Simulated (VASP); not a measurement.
# Ag (Fm-3m) in VASP: single point with PBE

Aim: the single point of Ag with PBE.

All numbers are computed with VASP 6.6.1; they aren't measurements. Logs are shortened: lines on timing, memory, paths and dates and some standing lists are left out, and cuts for length are marked.

### Step 1. The cell of the first run

The structure is cubic, space group Fm-3m (No. 225). Conventional cell: a = 4.148 Å, b = 4.148 Å, c = 4.148 Å, α = 90.00°, β = 90.00°, γ = 90.00°. Ag (site symmetry m-3m) has 12 Ag at 2.93 Å within 3.9 Å.

### Step 2. Single point, PBE

The input, INCAR:

```
SYSTEM = Ag
PREC = Accurate ; ENCUT = 500
EDIFF = 1E-6 ; ISMEAR = 0
SIGMA = 0.1 ; LREAL = .FALSE.
LASPH = .TRUE. ; NELM = 120
ALGO = Normal ; ISIF = 2
LWAVE = .FALSE. ; LCHARG = .TRUE.
GGA = PE ; LELF = .TRUE.
LVHAR = .TRUE. ; NBANDS = 12
GGA_COMPAT = .FALSE.
```

The input, KPOINTS:

```
regular mesh
0
G
  18 18 18
  0 0 0
```

The input, POSCAR:

```
Ag
1.0
    0.0000000000      2.0737956401      2.0737956401
    2.0737956401      0.0000000000      2.0737956401
    2.0737956401      2.0737956401      0.0000000000
Ag
1
Direct
    0.0000000000      0.0000000000      0.0000000000
```

Potentials or basis: VASP PAW PBE potentials, release 64 (Ag).

Started as:

```console
$ cat potpaw_PBE.64/Ag/POTCAR > POTCAR
$ mpirun -np 1 vasp_std > vasp.out
```

OUTCAR:

```text
SYSTEM = Ag
   PREC = Accurate
   ENCUT = 500
   EDIFF = 1E-6
   ISMEAR = 0
   LREAL = .FALSE.
   LASPH = .TRUE.
   NELM = 120
   ISIF = 2
   GGA = PE

 ion  position               nearest neighbor table
   1  0.000  0.000  0.000-

  LATTYP: Found a face centered cubic cell.
 ALAT       =     4.1475912802

  Lattice vectors:

 A1 = (   0.0000000000,   2.0737956401,   2.0737956401)
 A2 = (   2.0737956401,   0.0000000000,   2.0737956401)
 A3 = (   2.0737956401,   2.0737956401,   0.0000000000)

Analysis of symmetry for initial positions (statically):
=====================================================================
 Subroutine PRICEL returns:
 Original cell was already a primitive cell.

 Routine SETGRP: Setting up the symmetry group for a
 face centered cubic supercell.

 Subroutine GETGRP returns: Found 48 space group operations
 (whereof 48 operations were pure point group operations)
 out of a pool of 48 trial point group operations.

The static configuration has the point symmetry O_h .

Analysis of symmetry for dynamics (positions and initial velocities):
=====================================================================
 Subroutine PRICEL returns:
 Original cell was already a primitive cell.

 Routine SETGRP: Setting up the symmetry group for a
 face centered cubic supercell.

 Subroutine GETGRP returns: Found 48 space group operations
 (whereof 48 operations were pure point group operations)
 out of a pool of 48 trial point group operations.

The dynamic configuration has the point symmetry O_h .

 Subroutine INISYM returns: Found 48 space group operations
 (whereof 48 operations are pure point group operations),
 and found     1 'primitive' translations

----------------------------------------------------------------------------------------

                                     Primitive cell

  volume of cell :      17.8372

  direct lattice vectors                    reciprocal lattice vectors
     0.000000000  2.073795640  2.073795640    -0.241103796  0.241103796  0.241103796
     2.073795640  0.000000000  2.073795640     0.241103796 -0.241103796  0.241103796
     2.073795640  2.073795640  0.000000000     0.241103796  0.241103796 -0.241103796

  length of vectors
     2.932789920  2.932789920  2.932789920     0.417604024  0.417604024  0.417604024

  position of ions in fractional coordinates (direct lattice)
     0.000000000  0.000000000  0.000000000

  ion indices of the primitive-cell ions
   primitive index   ion index
                 1           1

----------------------------------------------------------------------------------------

 KPOINTS: regular mesh

Automatic generation of k-mesh.
 Grid dimensions read from file:
 generate k-points for:   18   18   18

 Generating k-lattice:

  Cartesian coordinates                     Fractional coordinates (reciprocal lattice)
    -0.013394655  0.013394655  0.013394655     0.055555556  0.000000000  0.000000000
     0.013394655 -0.013394655  0.013394655     0.000000000  0.055555556  0.000000000
     0.013394655  0.013394655 -0.013394655     0.000000000  0.000000000  0.055555556

  Length of vectors
     0.023200224  0.023200224  0.023200224

  Shift w.r.t. Gamma in fractional coordinates (k-lattice)
     0.000000000  0.000000000  0.000000000

 Subroutine IBZKPT returns following result:
 ===========================================

 Found    195 irreducible k-points:

 Following reciprocal coordinates:
            Coordinates               Weight
  0.000000  0.000000  0.000000      1.000000
  0.055556  0.000000  0.000000      8.000000
  0.111111  0.000000  0.000000      8.000000
  0.166667  0.000000  0.000000      8.000000
  0.222222  0.000000  0.000000      8.000000
  0.277778  0.000000  0.000000      8.000000
[... 16 lines left out ...]
 -0.277778  0.055556  0.000000     24.000000
 -0.222222  0.055556  0.000000     24.000000
 [... further k-points ...]
   k-points           NKPTS =    195   k-points in BZ     NKDIM =    195   number of bands    NBANDS=     12
   number of dos      NEDOS =    301   number of ions     NIONS =      1
   total plane-waves  NPLWV =  13824
   dimension x,y,z NGX =    24 NGY =   24 NGZ =   24
   dimension x,y,z NGXF=    48 NGYF=   48 NGZF=   48
   ions per type =               1
   NGX,Y,Z   is equivalent  to a cutoff of  13.60, 13.60, 13.60 a.u.
   NGXF,Y,Z  is equivalent  to a cutoff of  27.21, 27.21, 27.21 a.u.
 SYSTEM =  Ag
   PREC   = accura    normal or accurate (medium, high low for compatibility)
   ISTART =      0    job   : 0-new  1-cont  2-samecut
   ICHARG =      2    charge: 1-file 2-atom 10-const
   ISPIN  =      1    spin polarized calculation?
   LNONCOLLINEAR =      F non collinear calculations
   LSORBIT =      F    spin-orbit coupling
   LASPH  =      T    aspherical Exc in radial PAW
   ENCUT  =  500.0 eV  36.75 Ry    6.06 a.u.   5.35  5.35  5.35*2*pi/ulx,y,z
   NELM   =    120;   NELMIN=  2; NELMDL= -5     # of ELM steps
   EDIFF  = 0.1E-05   stopping-criterion for ELM
   LREAL  =      F    real-space projection
   EDIFFG = 0.1E-04   stopping-criterion for IOM
   NSW    =      0    number of steps for IOM
   IBRION =     -1    ionic relax: 0-MD 1-quasi-New 2-CG
   NFREE  =      0    steps in history (QN), initial steepest desc. (CG)
   ISIF   =      2    stress and relaxation
   ISYM   =      2    0-nonsym 1-usesym 2-fastsym
   POTIM  = 0.5000    time-step for ionic-motion
   TEBEG  =    0.0;   TEEND  =   0.0 temperature during run
   PSTRESS=    0.0 pullay stress
   NELECT =      11.0000    total number of electrons
   NUPDOWN=      -1.0000    fix difference up-down
   EMIN   =  10.00;   EMAX   =-10.00  energy-range for DOS
   EFERMI =   0.00;   METHOD = LEGACY
   ISMEAR =     0;   SIGMA  =   0.10  broadening in eV -4-tet -1-fermi 0-gaus
   EFERMI_NEDOS =   21; number of points for ismear=-14 and -15
   IALGO  =     38    algorithm
   IMIX   =      4    mixing-type and parameters
     AMIX     =   0.40;   BMIX     =  1.00
     AMIX_MAG =   1.60;   BMIX_MAG =  1.00
  volume/ion in A,a.u.               =      17.84       120.37
  Fermi-wavevector in a.u.,A,eV,Ry     =   1.393466  2.633269 26.419086  1.941748
  Thomas-Fermi vector in A             =   2.517110
   LORBIT       =      0    0 simple, 1 ext, 2 COOP (PROOUT), +10 PAW based schemes
   GGA     = PE    functional components
   LHFCALC =     F    Hartree Fock is set to
   AEXX    =    0.0000 exact exchange contribution
   IVDW    =     0    specifies the selected vdW correction
   LEPSILON=     F    determine dielectric tensor
   LRPA    =     F    only Hartree local field effects (RPA)
 non-spin polarized calculation
 Gauss-broadening in eV      SIGMA  =   0.10
  energy-cutoff  :      500.00
  volume of cell :       17.84
 maximum number of plane-waves:       467
 NGX is ok and might be reduce to    24
   NGX = 11   NGY = 11   NGZ = 11

 number of electron      11.0000000 magnetization

 Free energy of the ion-electron system (eV)
  ---------------------------------------------------
  ext. energy  EPLUGINS =         0.00000000
  ---------------------------------------------------
  free energy    TOTEN  =        -2.72084713 eV

  energy without entropy =       -2.71976069  energy(sigma->0) =       -2.72030391

 E-fermi :   7.7875     XC(G=0): -11.9425

 val. band max:        7.7570035298   @ k =   0.5000   0.1667   0.0556
 cond. band min:       7.8968489684   @ k =   0.5000   0.3333   0.1111
 fundamental gap:      0.1398454386
 Fermi energy:         7.7875176676

 k-point     1 :       0.0000    0.0000    0.0000
  band No.  band energies     occupation
      1       0.3766      2.00000
      2       3.1705      2.00000
      3       3.1705      2.00000
      4       3.1705      2.00000
      5       4.1245      2.00000
      6       4.1245      2.00000
      7      23.7385      0.00000
      8      27.0498      0.00000
      9      27.0498      0.00000
     10      27.0498      0.00000
     11      31.7497      0.00000
     12      32.6108      0.00000

 k-point     2 :       0.0556    0.0000    0.0000
  band No.  band energies     occupation
      1       0.4699      2.00000
      2       3.1500      2.00000
      3       3.1956      2.00000
      4       3.1956      2.00000
      5       4.1150      2.00000
      6       4.1150      2.00000
      7      23.7434      0.00000
      8      26.2085      0.00000
      9      27.0749      0.00000
     10      27.0749      0.00000
     11      31.7598      0.00000
     12      32.5243      0.00000

 k-point     3 :       0.1111    0.0000    0.0000
  band No.  band energies     occupation
      1       0.7397      2.00000
      2       3.1029      2.00000
      3       3.2608      2.00000
      4       3.2608      2.00000
      5       4.0965      2.00000
      6       4.0965      2.00000
      7      23.3839      0.00000
      8      24.8941      0.00000
      9      27.1287      0.00000
     10      27.1287      0.00000
     11      30.9397      0.00000
     12      32.1996      0.00000
[... 286 lines left out ...]
 k-point    23 :      -0.2778    0.0556    0.0000
  band No.  band energies     occupation
      1       1.8744      2.00000
      2       3.2942      2.00000
      3       3.3506      2.00000
      4       3.7963      2.00000
      5       4.2603      2.00000
      6       4.7464      2.00000
      7      16.9272      0.00000
      8      23.5067      0.00000
      9      25.4622      0.00000
     10      27.7115      0.00000
     11      29.6329      0.00000
     12      29.7878      0.00000

 k-point    24 :      -0.2222    0.0556    0.0000
  band No.  band energies     occupation
      1       1.7366      2.00000
      2       3.1956      2.00000
      3       3.3977      2.00000
      4       3.4247      2.00000
      5       4.0836      2.00000
      6       4.4262      2.00000
      7      19.0391      0.00000
      8      23.7945      0.00000
      9      26.0063      0.00000
     10      28.4042      0.00000
     11      29.1575      0.00000
     12      30.0623      0.00000

 [... further k-points ...]

------------------------ aborting loop because EDIFF is reached ----------------------------------------

  FORCE on cell =-STRESS in cart. coord.  units (eV):
  Direction    XX          YY          ZZ          XY          YZ          ZX
  --------------------------------------------------------------------------------------
  -------------------------------------------------------------------------------------
  Total       -0.0105589     -0.0105589     -0.0105589     -0.0000000      0.0000000     -0.0000000
  in kB       -0.9484250     -0.9484250     -0.9484250     -0.0000000      0.0000000     -0.0000000
  external PRESSURE =      -0.9484250 kB  Pullay stress =       0.0000000 kB

 VOLUME and BASIS-vectors are now :
 -----------------------------------------------------------------------------
  energy-cutoff  :      500.00
  volume of cell :       17.84
      direct lattice vectors                 reciprocal lattice vectors
     0.000000000  2.073795640  2.073795640    -0.241103796  0.241103796  0.241103796
     2.073795640  0.000000000  2.073795640     0.241103796 -0.241103796  0.241103796
     2.073795640  2.073795640  0.000000000     0.241103796  0.241103796 -0.241103796

 POSITION                                       TOTAL-FORCE (eV/Angst)
 -----------------------------------------------------------------------------------
      0.00000      0.00000      0.00000         0.000000      0.000000     -0.000000
 -----------------------------------------------------------------------------------
    total drift:                               -0.000000      0.000000      0.000000

  FREE ENERGIE OF THE ION-ELECTRON SYSTEM (eV)
  ---------------------------------------------------
  free  energy   TOTEN  =        -2.7208471331 eV

  energy  without entropy=       -2.7197606947  energy(sigma->0) =       -2.72030391
```

It took 32 s on 1 thread of Intel Xeon Platinum 8175M at 2.50GHz (Skylake/Cascade Lake), shared host; peak memory 0.17 GiB.

Results:

```
Free energy            : -2.7208 eV
Pressure               : -0.1 GPa
Band gap on the k mesh : zero (an odd number of electrons rules out a gap without spin polarisation)
```

Levels at points of the mesh, in eV from the Fermi level:
| k point | band 4 | band 5 | band 6 | band 7 | band 8 | band 9 |
| --- | --- | --- | --- | --- | --- | --- |
| (0.00, 0.00, 0.00) | -4.62 | -3.66 | -3.66 | 15.95 | 19.26 | 19.26 |
| (0.50, 0.00, 0.00) | -2.93 | -2.93 | -0.25 | 3.39 | 15.18 | 17.44 |
| (0.50, 0.50, 0.00) | -2.74 | -2.74 | 1.68 | 6.43 | 10.47 | 10.47 |
